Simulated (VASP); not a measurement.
# Ga2Si3Au in VASP: further runs, part 2 of 2

VASP 6.6.1.

## 5. Single point, PBE

Input file INCAR:

```
ALGO = Normal
EDIFF = 1E-6
ENCUT = 400
GGA = PE
GGA_COMPAT = False
ISIF = 2
ISMEAR = -1
ISYM = -1
LASPH = True
LCHARG = False
LREAL = Auto
LWAVE = False
NBANDS = 116
NELM = 120
PREC = Accurate
SIGMA = 0.0586
```

Input file KPOINTS:

```
explicit points
1
Reciprocal
  0.25000000   0.25000000   0.25000000 1
```

Input file POSCAR:

```
Ga2Si3Au
1.0
    7.3073390000     -0.0440410000     -0.0833530000
   -0.0440410000      7.3836060000     -0.0558830000
   -0.0833530000     -0.0558830000      7.7526330000
Si Ga Au
12 8 4
Direct
    0.1568355382      0.5937237804      0.8295952844
    0.5952399318      0.3874110000      0.5319904506
    0.8784860552      0.0360663153      0.1125576229
    0.1960049092      0.6359211760      0.4645269266
    0.1405287535     -0.0604612173      0.4893646764
    0.6844710015      0.0277746356      0.8056149235
    0.1973168400      0.3214806541      0.5598564067
    0.8133614066      0.7222037220      0.1670720159
    0.7851764820      0.3699513974      0.8131524876
    0.0836839344      0.2888606412      0.9232081160
    0.5126026712      0.6319175255      0.2323157071
    0.8342430568      0.7129777738      0.8494903600
    0.4916234105      0.6328460393      0.8718792211
    0.3974599824      0.3136701322      0.2167946438
    0.2062913802      0.8801193559      0.1499611442
    0.1070701637      0.9453104053      0.8241523107
    0.8474930743      0.5990784193      0.5093779609
    0.5136225694      0.7806193389      0.5329739371
    0.4539257965      0.0883196624      0.4472423297
    0.8643122477      0.1588117030      0.5565890831
    0.7636606533      0.3189626991      0.1356140551
    0.5090247839      0.9883644666      0.0915635390
    0.0993611183      0.5289924052      0.1564793187
    0.4078857137      0.2759198976      0.8457691380
```

Launch:

```
cat potpaw_PBE.64/Si/POTCAR potpaw_PBE.64/Ga_d/POTCAR potpaw_PBE.64/Au/POTCAR > POTCAR
mpirun -np 1 vasp_std > vasp.out
```

It took 2.6 min on 1 thread of Intel Xeon Platinum 8259CL at 2.50GHz (Skylake/Cascade Lake), shared host; peak memory 0.35 GiB.

It converged, with:

| Item | Value |
| --- | --- |
| Free energy | -94.6602 eV |
| Pressure | 4.5 GPa |
| Largest force | 1.942 eV/Å |

Forces in eV/Å, atoms in the order of the input:
```
Si  -0.024  0.240 -0.021
Si  -0.785 -0.081  0.225
Si   0.865 -1.483 -0.300
Si  -0.469 -1.086  0.080
Si  -0.622  0.695 -0.140
Si  -0.275 -0.631  0.026
Si  -0.144  0.283  0.421
Si   0.494  0.057 -0.201
Si  -0.747  0.128 -0.269
Si   0.180 -0.393  0.417
Si   0.361  0.230 -0.034
Si  -0.751  0.164 -0.030
Ga   0.142  0.641 -0.291
Ga  -0.557  0.181 -0.743
Ga  -1.243 -0.551  0.633
Ga   0.293  0.249 -0.228
Ga   0.846  0.863 -0.088
Ga   0.204 -0.717  0.813
Ga   0.482 -0.183 -0.021
Ga   0.484 -0.425 -0.961
Au  -0.641  1.542  0.991
Au   0.827  0.526  0.011
Au   0.486  0.285  0.640
Au   0.595 -0.533 -0.930
```

Stress tensor (GPa, compression positive):
```
6.79 4.50 2.91
4.50 5.52 3.89
2.91 3.89 1.18
```

Levels at points of the mesh, in eV from the Fermi level:
```tsv
k point	band 96	band 97	band 98	band 99	band 100	band 101
(0.25, 0.25, 0.25)	-0.76	-0.61	-0.17	0.18	0.37	0.60
```

Caveat: the atoms stand as in a frame of molecular dynamics; spin-orbit coupling is left out, which moves the levels of the heavy elements.

## 6. Single point, PBE

Input file INCAR:

```
ALGO = Normal ; EDIFF = 1E-6
ENCUT = 400 ; GGA = PE
GGA_COMPAT = False ; ISIF = 2
ISMEAR = -1 ; ISYM = -1
LASPH = True ; LCHARG = False
LREAL = Auto ; LWAVE = False
NBANDS = 116 ; NELM = 120
PREC = Accurate ; SIGMA = 0.0586
```

KPOINTS is that of step 5.

Input file POSCAR:

```
Ga2Si3Au
1.0
    7.3073390000     -0.0440410000     -0.0833530000
   -0.0440410000      7.3836060000     -0.0558830000
   -0.0833530000     -0.0558830000      7.7526330000
Si Ga Au
12 8 4
Direct
    0.1805644930      0.5581339447      0.8253834267
    0.5806412078      0.4160372708      0.5736139706
    0.8713859056      0.0169893607      0.0616652492
    0.2193798035      0.6378552621      0.4401738391
    0.1121736451     -0.0526418807      0.4772623989
    0.6641678864     -0.0047798469      0.7802887450
    0.1778480802      0.3261645310      0.5664295245
    0.8619213039      0.7317534197      0.1688002389
    0.7903167981      0.3273342505      0.8007586192
    0.0876502650      0.2638591565      0.9569251058
    0.5608215056      0.6510182315      0.2462462762
    0.8449493665      0.6678813718      0.8567093630
    0.4990793616      0.6398792564      0.8746195176
    0.3928049646      0.3182636989      0.2215563412
    0.1953638210      0.9111815306      0.1787376905
    0.1117812728      0.9298674295      0.8002035032
    0.8783348398      0.6271791078      0.4998600468
    0.5045497701      0.7609859288      0.5661899530
    0.4903551456      0.0713791383      0.4366569981
    0.8783876531      0.1719693039      0.5156221643
    0.7601578031      0.3228411146      0.1552615432
    0.5184378226      0.9991269481      0.0772902005
    0.1044268453      0.5075495070      0.1705442112
    0.4102431946      0.2527193047      0.8182319109
```

Potentials or basis: VASP PAW PBE potentials, release 64 (Si, Ga_d, Au).

Launch:

```
cat potpaw_PBE.64/Si/POTCAR potpaw_PBE.64/Ga_d/POTCAR potpaw_PBE.64/Au/POTCAR > POTCAR
mpirun -np 1 vasp_std > vasp.out
```

It took 2.4 min on 1 thread of Intel Xeon Platinum 8259CL at 2.50GHz (Skylake/Cascade Lake), shared host; peak memory 0.35 GiB.

It converged, with:

- Free energy: -95.2602 eV
- Pressure: 3.8 GPa
- Largest force: 1.310 eV/Å

Forces on the atoms (eV/Å):
```
Si  -0.773  0.369  0.253
Si  -0.272 -0.600 -0.905
Si   0.009  0.714 -0.210
Si  -0.124 -0.739  0.271
Si   0.434 -0.402  0.173
Si   0.180 -0.191 -0.267
Si   0.678  0.651  0.113
Si  -0.420 -0.185  0.185
Si   0.335  0.216  0.063
Si  -0.250 -0.727 -0.239
Si  -0.195  0.006  0.067
Si   0.003  0.408 -0.301
Ga   0.027  0.236  0.792
Ga   0.324  0.250 -0.041
Ga   0.602 -0.490 -0.972
Ga   0.375 -0.092  0.438
Ga  -0.315  0.246  0.459
Ga   0.447  0.127 -0.071
Ga   0.275  0.335  0.149
Ga  -1.235  0.184 -0.396
Au  -0.285 -0.086  0.336
Au  -0.368 -0.378  0.631
Au   0.527  0.450 -0.423
Au   0.023 -0.302 -0.105
```

Stress tensor (GPa, compression positive):
```
5.18 3.50 3.32
3.50 2.80 4.35
3.32 4.35 3.35
```

Levels at points of the mesh, in eV from the Fermi level:
```csv
k point,band 94,band 95,band 96,band 97,band 98,band 99,band 100,band 101,band 102,band 103
"(0.25, 0.25, 0.25)",-1.13,-0.96,-0.74,-0.45,-0.27,0.27,0.52,0.62,0.90,1.01
```

Caveat: the atoms stand as in a frame of molecular dynamics; spin-orbit coupling is left out, which moves the levels of the heavy elements.

## 7. Single point, PBE

Input file INCAR:

```
SYSTEM = Ga2Si3Au
ALGO     = Normal         ! electronic algorithm
EDIFF    = 1E-6           ! SCF threshold, eV
ENCUT    = 400            ! plane-wave cutoff, eV
GGA      = PE             ! functional
GGA_COMPAT= .FALSE.      
ISIF     = 2              ! what is computed and relaxed
ISMEAR   = -1             ! smearing method
ISYM     = -1           
LASPH    = .TRUE.         ! aspherical terms in the spheres
LCHARG   = .FALSE.        ! write CHGCAR
LREAL    = Auto         
LWAVE    = .FALSE.        ! write WAVECAR
NBANDS   = 116            ! bands
NELM     = 120            ! most SCF steps
PREC     = Accurate       ! precision mode
SIGMA    = 0.0586         ! smearing width, eV
```

KPOINTS is that of step 6.

Input file POSCAR:

```
Ga2Si3Au
1.0
    7.3073390000     -0.0440410000     -0.0833530000
   -0.0440410000      7.3836060000     -0.0558830000
   -0.0833530000     -0.0558830000      7.7526330000
Si Ga Au
12 8 4
Direct
    0.1593552614      0.5572388485      0.8480385848
    0.5701802021      0.4166667150      0.5487098146
    0.8783208330      0.0425535857      0.0460208420
    0.2359547905      0.6119376232      0.4138579048
    0.1173485829     -0.0654187774      0.4975104018
    0.6703615509     -0.0287842831      0.7665086293
    0.1744149341      0.3267280676      0.5795306643
    0.8618339280      0.7589838047      0.1489960553
    0.8054916279      0.3146883668      0.7967943115
    0.1087410324      0.2453877890      0.9662095313
    0.5540754497      0.6339248954      0.2438599216
    0.8464587671      0.6905216296      0.8318944413
    0.5011795490      0.6170044159      0.9007758882
    0.3706342727      0.2969555124      0.2461106109
    0.2119537813      0.9011188513      0.1482365034
    0.1429390663      0.9177863864      0.8353146675
    0.8724410675      0.6146584203      0.4902818870
    0.5085981288      0.7439639644      0.5756244515
    0.5140359810      0.0618762505      0.4426604834
    0.8409109011      0.1700094700      0.5247997791
    0.7557026160      0.3291539507      0.1576899346
    0.5134842738      1.0020047486      0.0848364015
    0.0847924547      0.5220309310      0.1614152714
    0.3970330781      0.2184462407      0.8168716782
```

Potentials or basis: VASP PAW PBE potentials, release 64 (Si, Ga_d, Au).

Launch:

```
cat potpaw_PBE.64/Si/POTCAR potpaw_PBE.64/Ga_d/POTCAR potpaw_PBE.64/Au/POTCAR > POTCAR
mpirun -np 1 vasp_std > vasp.out
```

OUTCAR:

```text
SYSTEM = Ga2Si3Au
   EDIFF = 1E-6
   ENCUT = 400
   GGA = PE
   ISIF = 2
   ISMEAR = -1
   ISYM = -1
   LASPH = .TRUE.
   LREAL = Auto
   NELM = 120
   PREC = Accurate

 ion  position               nearest neighbor table
   1  0.159  0.557  0.848-  12 2.50  10 2.52  23 2.52  13 2.55  16 2.67   7 2.67  24 3.07   9 3.14

   2  0.570  0.417  0.549-  18 2.47   9 2.67  17 2.68  20 2.71  19 2.76  14 2.86  24 2.87  11 2.88
                             7 2.98   4 3.03
   3  0.878  0.043  0.046-   8 2.25  10 2.34  21 2.46   6 2.66  22 2.70  16 2.72  15 2.77   9 2.85
                            12 3.07
   4  0.236  0.612  0.414-  23 2.31  18 2.51   7 2.52   5 2.62  11 2.70  17 2.73  14 2.84  15 2.99
                             2 3.03
   5  0.117  0.935  0.498-   4 2.62  16 2.63  20 2.69  15 2.82  17 2.95   7 2.98
   6  0.670  0.971  0.767-  18 2.49  12 2.50   3 2.66  20 2.71   9 2.72  22 2.75  24 2.75  19 2.83

   7  0.174  0.327  0.580-   4 2.52  24 2.57   1 2.67  20 2.71   2 2.98   5 2.98  14 2.99  10 3.11

   8  0.862  0.759  0.149-   3 2.25  23 2.41  12 2.50  11 2.55  15 2.75  17 2.87  22 3.17  21 3.26

   9  0.805  0.315  0.797-  20 2.37  10 2.61   2 2.67   6 2.72  12 2.80  21 2.83   3 2.85  24 3.07
                             1 3.14
  10  0.109  0.245  0.966-   3 2.34  24 2.44   1 2.52  23 2.53   9 2.61  16 2.63  14 2.88  15 3.02
                            21 3.07   7 3.11
  11  0.554  0.634  0.244-   8 2.55  13 2.68   4 2.70  18 2.71  21 2.79  14 2.81   2 2.88  17 2.98
                            22 3.02
  12  0.846  0.691  0.832-   1 2.50   8 2.50   6 2.50  13 2.64  17 2.71  16 2.72   9 2.80   3 3.07
                            23 3.33
  13  0.501  0.617  0.901-   1 2.55  12 2.64  11 2.68  18 2.70  24 3.09  22 3.16
  14  0.371  0.297  0.246-  19 2.55  22 2.73  23 2.76  11 2.81   4 2.84   2 2.86  10 2.88  21 2.92
                             7 2.99
  15  0.212  0.901  0.148-  22 2.38  16 2.47   8 2.75   3 2.77   5 2.82  23 2.94   4 2.99  10 3.02

  16  0.143  0.918  0.835-  15 2.47  10 2.63   5 2.63   1 2.67   3 2.72  12 2.72  24 2.88
  17  0.872  0.615  0.490-   2 2.68  12 2.71   4 2.73   8 2.87   5 2.95  11 2.98  23 3.09
  18  0.509  0.744  0.576-   2 2.47   6 2.49   4 2.51  19 2.58  13 2.70  11 2.71
  19  0.514  0.062  0.443-  14 2.55  20 2.57  18 2.58   2 2.76  22 2.80   6 2.83  24 3.24
  20  0.841  0.170  0.525-   9 2.37  19 2.57   5 2.69   7 2.71   2 2.71   6 2.71  21 3.15
  21  0.756  0.329  0.158-   3 2.46  23 2.78  11 2.79   9 2.83  14 2.92  22 3.02  10 3.07  20 3.15
                             8 3.26
  22  0.513  0.002  0.085-  15 2.38   3 2.70  14 2.73   6 2.75  24 2.77  19 2.80  11 3.02  21 3.02
                            13 3.16   8 3.17
  23  0.085  0.522  0.161-   4 2.31   8 2.41   1 2.52  10 2.53  14 2.76  21 2.78  15 2.94  17 3.09
                            12 3.33
  24  0.397  0.218  0.817-  10 2.44   7 2.57   6 2.75  22 2.77   2 2.87  16 2.88   9 3.07   1 3.07
                            13 3.09  19 3.24

IMPORTANT INFORMATION: All symmetrisations will be switched off!
NOSYMM: (Re-)initialisation of all symmetry stuff for point group C_1.

----------------------------------------------------------------------------------------

                                     Primitive cell

  volume of cell :     418.2000

  direct lattice vectors                    reciprocal lattice vectors
     7.307339000 -0.044041000 -0.083353000     0.136870563  0.000827575  0.001477539
    -0.044041000  7.383606000 -0.055883000     0.000827575  0.135447572  0.000985239
    -0.083353000 -0.055883000  7.752633000     0.001477539  0.000985239  0.129011423

  length of vectors
     7.307947085  7.383948814  7.753282470     0.136881040  0.135453683  0.129023645

  position of ions in fractional coordinates (direct lattice)
     0.159355261  0.557238848  0.848038585
     0.570180202  0.416666715  0.548709815
     0.878320833  0.042553586  0.046020842
     0.235954791  0.611937623  0.413857905
     0.117348583  0.934581223  0.497510402
     0.670361551  0.971215717  0.766508629
[... 16 lines left out ...]
     0.084792455  0.522030931  0.161415271
     0.397033078  0.218446241  0.816871678

  ion indices of the primitive-cell ions
   primitive index   ion index
                 1           1
                 2           2
                 3           3
                 4           4
                 5           5
                 6           6
[... 16 lines left out ...]
                23          23
                24          24

----------------------------------------------------------------------------------------

 KPOINTS: explicit points

Read explicit list of k-points.

 Found      1 k-points:

 Following reciprocal coordinates:
            Coordinates               Weight
  0.250000  0.250000  0.250000      1.000000
   k-points           NKPTS =      1   k-points in BZ     NKDIM =      1   number of bands    NBANDS=    116
   number of dos      NEDOS =    301   number of ions     NIONS =     24
   total plane-waves  NPLWV = 124416
   dimension x,y,z NGX =    48 NGY =   48 NGZ =   54
   dimension x,y,z NGXF=    96 NGYF=   96 NGZF=  108
   ions per type =              12   8   4
   NGX,Y,Z   is equivalent  to a cutoff of  10.92, 10.81, 11.58 a.u.
   NGXF,Y,Z  is equivalent  to a cutoff of  21.84, 21.61, 23.16 a.u.
 SYSTEM =  Ga2Si3Au
   PREC   = accura    normal or accurate (medium, high low for compatibility)
   ISTART =      0    job   : 0-new  1-cont  2-samecut
   ICHARG =      2    charge: 1-file 2-atom 10-const
   ISPIN  =      1    spin polarized calculation?
   LNONCOLLINEAR =      F non collinear calculations
   LSORBIT =      F    spin-orbit coupling
   LASPH  =      T    aspherical Exc in radial PAW
   ENCUT  =  400.0 eV  29.40 Ry    5.42 a.u.  11.92 12.04 12.64*2*pi/ulx,y,z
   NELM   =    120;   NELMIN=  2; NELMDL= -5     # of ELM steps
   EDIFF  = 0.1E-05   stopping-criterion for ELM
   LREAL  =      T    real-space projection
   EDIFFG = 0.1E-04   stopping-criterion for IOM
   NSW    =      0    number of steps for IOM
   IBRION =     -1    ionic relax: 0-MD 1-quasi-New 2-CG
   NFREE  =      0    steps in history (QN), initial steepest desc. (CG)
   ISIF   =      2    stress and relaxation
   ISYM   =     -1    0-nonsym 1-usesym 2-fastsym
   POTIM  = 0.5000    time-step for ionic-motion
   TEBEG  =    0.0;   TEEND  =   0.0 temperature during run
   PSTRESS=    0.0 pullay stress
   NELECT =     196.0000    total number of electrons
   NUPDOWN=      -1.0000    fix difference up-down
   EMIN   =  10.00;   EMAX   =-10.00  energy-range for DOS
   EFERMI =   0.00;   METHOD = LEGACY
   ISMEAR =    -1;   SIGMA  =   0.06  broadening in eV -4-tet -1-fermi 0-gaus
   EFERMI_NEDOS =   21; number of points for ismear=-14 and -15
   IALGO  =     38    algorithm
   IMIX   =      4    mixing-type and parameters
     AMIX     =   0.40;   BMIX     =  1.00
     AMIX_MAG =   1.60;   BMIX_MAG =  1.00
  volume/ion in A,a.u.               =      17.42       117.59
  Fermi-wavevector in a.u.,A,eV,Ry     =   1.271644  2.403059 22.001686  1.617078
  Thomas-Fermi vector in A             =   2.404566
   LORBIT       =      0    0 simple, 1 ext, 2 COOP (PROOUT), +10 PAW based schemes
   GGA     = PE    functional components
   LHFCALC =     F    Hartree Fock is set to
   AEXX    =    0.0000 exact exchange contribution
   IVDW    =     0    specifies the selected vdW correction
   LEPSILON=     F    determine dielectric tensor
   LRPA    =     F    only Hartree local field effects (RPA)
 non-spin polarized calculation
  energy-cutoff  :      400.00
  volume of cell :      418.20
 maximum number of plane-waves:      7593
 NGX is ok and might be reduce to    48
   NGX = 23   NGY = 25   NGZ = 25

 number of electron     196.0000019 magnetization

 Free energy of the ion-electron system (eV)
  ---------------------------------------------------
  ext. energy  EPLUGINS =         0.00000000
  ---------------------------------------------------
  free energy    TOTEN  =       -94.71995967 eV

  energy without entropy =      -94.70557791  energy(sigma->0) =      -94.71276879

 E-fermi :   7.5823     XC(G=0): -11.0043

 val. band max:        7.3179501739   @ k =   0.2500   0.2500   0.2500
 cond. band min:       7.8488071231   @ k =   0.2500   0.2500   0.2500
 fundamental gap:      0.5308569493
 Fermi energy:         7.5823211603

 k-point     1 :       0.2500    0.2500    0.2500
  band No.  band energies     occupation
      1      -7.6594      2.00000
      2      -7.5967      2.00000
      3      -7.5911      2.00000
      4      -7.5641      2.00000
      5      -7.5460      2.00000
      6      -7.5347      2.00000
[... 102 lines left out ...]
    109       9.6676      0.00000
    110       9.8369      0.00000
 [bands above 110 left out]

------------------------ aborting loop because EDIFF is reached ----------------------------------------

  FORCE on cell =-STRESS in cart. coord.  units (eV):
  Direction    XX          YY          ZZ          XY          YZ          ZX
  --------------------------------------------------------------------------------------
  -------------------------------------------------------------------------------------
  Total       12.4013921     10.6471594      9.5068293     12.5552847     11.8678984     10.1497917
  in kB       47.5113127     40.7906240     36.4218739     48.1008950     45.4674303     38.8851447
  external PRESSURE =      41.5746036 kB  Pullay stress =       0.0000000 kB

 VOLUME and BASIS-vectors are now :
 -----------------------------------------------------------------------------
  energy-cutoff  :      400.00
  volume of cell :      418.20
      direct lattice vectors                 reciprocal lattice vectors
     7.307339000 -0.044041000 -0.083353000     0.136870563  0.000827575  0.001477539
    -0.044041000  7.383606000 -0.055883000     0.000827575  0.135447572  0.000985239
    -0.083353000 -0.055883000  7.752633000     0.001477539  0.000985239  0.129011423

 POSITION                                       TOTAL-FORCE (eV/Angst)
 -----------------------------------------------------------------------------------
      1.06924      4.06002      6.53011         0.308370      0.130639     -0.976948
      4.10241      3.02073      4.18313        -0.149909     -0.829565      0.280821
      6.41248      0.27295      0.28119        -0.499703      0.324600      0.063595
      1.66276      4.48479      3.15462         0.337412      0.479330      1.166678
      0.77488      6.86761      3.79501         0.349512     -0.209271     -0.378024
      4.79189      7.09872      5.83231         0.165909      0.721817      0.784250
[... 16 lines left out ...]
      0.58316      3.84172      1.21515         0.337806     -0.592630     -0.629260
      2.82355      1.54979      6.28760         0.892358      0.346106     -0.809489
 -----------------------------------------------------------------------------------
    total drift:                               -0.001858     -0.003128     -0.010229

  FREE ENERGIE OF THE ION-ELECTRON SYSTEM (eV)
  ---------------------------------------------------
  free  energy   TOTEN  =       -94.7199596692 eV

  energy  without entropy=      -94.7055779108  energy(sigma->0) =      -94.71276879
```

Wall time 2.5 min (1 thread of Intel Xeon Platinum 8259CL at 2.50GHz (Skylake/Cascade Lake), shared host); peak memory 0.35 GiB.

What came out:

```yaml
Free_energy: -94.7200 eV
Pressure: 4.2 GPa
Largest_force: 1.980 eV/Å
```

Forces on the atoms (eV/Å):
```
Si   0.308  0.131 -0.977
Si  -0.150 -0.830  0.281
Si  -0.500  0.325  0.064
Si   0.337  0.479  1.167
Si   0.350 -0.209 -0.378
Si   0.166  0.722  0.784
Si  -0.015  0.280 -0.014
Si  -1.236 -0.535  0.795
Si  -0.207  0.785  0.387
Si  -0.383  0.664  0.456
Si   0.667  0.366  0.083
Si  -0.495 -0.227  0.223
Ga  -0.162 -0.133  0.080
Ga  -0.372  0.282 -0.313
Ga  -0.831 -0.753  1.631
Ga   0.316 -0.392 -1.691
Ga   0.151  0.431 -0.043
Ga  -0.489  0.183 -0.066
Ga  -0.414 -0.488 -0.158
Ga   0.897 -0.579 -1.048
Au  -0.684 -0.105  0.159
Au   1.517 -0.150  0.018
Au   0.338 -0.593 -0.629
Au   0.892  0.346 -0.809
```

Stress tensor (GPa, compression positive):
```
4.75 4.81 3.89
4.81 4.08 4.55
3.89 4.55 3.64
```

Caveat: the atoms stand as in a frame of molecular dynamics; spin-orbit coupling is left out, which moves the levels of the heavy elements.

## 8. The runs side by side

| cell | smearing | pressure (GPa) | largest force (eV/Å) |
| --- | --- | --- | --- |
| as given, atomic positions A | fermi-dirac 0.1456 eV | 7.6 | 3.38 |
| as given, atomic positions B | fermi-dirac 0.1456 eV | 5.4 | 2.22 |
| as given, atomic positions C | fermi-dirac 0.1456 eV | 6.7 | 2.42 |
| as given, atomic positions D | fermi-dirac 0.0586 eV | 4.5 | 1.94 |
| as given, atomic positions E | fermi-dirac 0.0586 eV | 3.8 | 1.31 |
| as given, atomic positions F | fermi-dirac 0.0586 eV | 4.2 | 1.98 |

Alike in all rows: task single point; level PBE; potentials or basis VASP PAW PBE potentials, release 64 (Si, Ga_d, Au); no spin polarisation; k mesh 1 × 1 × 1, shifted; cutoff (eV) 400.

Caveats: the atoms stand as in a frame of molecular dynamics; spin-orbit coupling is left out, which moves the levels of the heavy elements.

Absolute energies hang on the potentials; compare differences alone.
